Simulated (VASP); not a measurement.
## Si2W: single point with PBEsol

Crystal: Si2W.

```
CELL_PARAMETERS angstrom
3.23853 0.00000 0.00000
0.00000 3.23853 0.00000
0.00000 0.00000 7.46402
ATOMIC_POSITIONS crystal
Si 0.00000 0.00000 0.33434
Si 0.50000 0.50000 0.16566
Si 0.50000 0.50000 0.83434
Si 0.00000 0.00000 0.66566
W 0.00000 0.00000 0.00000
W 0.50000 0.50000 0.50000
```

This cell differs from its parent crystal: uniaxial strain along c: -4.5 %.

```json
{"Program": "VASP 6.6.1", "Task": "single point", "Functional": "PBEsol", "Potentials or basis": "VASP PAW PBE potentials, release 64 (Si, W_sv)", "Cutoff": "520 eV", "k mesh": "12 × 12 × 6", "Occupations": "gaussian, width 0.1 eV", "Spin": "no spin polarisation"}
```

```json
{
 "Pressure": "8.5 GPa",
 "Largest force": "0.014 eV/Å",
 "Band gap on the k mesh": "zero (bands 22 and 23 overlap by 0.97 eV)"
}
```

Forces in eV/Å, atoms in the order of the input:
```
Si   0.000  0.000  0.014
Si   0.000  0.000 -0.014
Si   0.000  0.000  0.014
Si   0.000  0.000 -0.014
W    0.000  0.000  0.000
W    0.000  0.000  0.000
```

Stress tensor (GPa, compression positive):
```
-1.30  0.00  0.00
 0.00 -1.30  0.00
 0.00  0.00 28.10
```

Levels at points of the mesh, in eV from the Fermi level:
| k point | band 20 | band 21 | band 22 | band 23 | band 24 | band 25 |
| --- | --- | --- | --- | --- | --- | --- |
| (0.00, 0.00, 0.00) | -1.09 | -0.33 | -0.33 | 0.43 | 0.69 | 2.82 |
| (0.50, 0.00, 0.00) | -1.95 | -0.89 | -0.89 | 2.28 | 2.28 | 2.99 |
| (0.50, 0.50, 0.00) | -2.87 | -1.71 | -1.71 | 2.91 | 2.91 | 3.07 |
| (0.00, 0.00, 0.50) | -2.01 | 0.56 | 0.56 | 1.61 | 1.61 | 1.61 |
| (0.50, 0.00, 0.50) | -2.65 | -0.53 | -0.53 | 2.60 | 2.60 | 2.66 |
| (0.50, 0.50, 0.50) | -2.21 | -2.21 | -2.21 | 0.67 | 0.67 | 2.91 |

Run time: 3.1 min on 1 thread of Intel(R) Xeon(R) Platinum 8259CL CPU @ 2.50GHz (Skylake/Cascade Lake), on a shared host, peak memory 0.33 GiB.

Caveat: the cell differs from its parent crystal (uniaxial strain along c: -4.5 %); the stress differs along the axes, from -1 to 28 GPa; the PAW data sets were made with another functional, which shifts forces and pressure a little; spin-orbit coupling is left out, which moves the levels of the heavy elements.
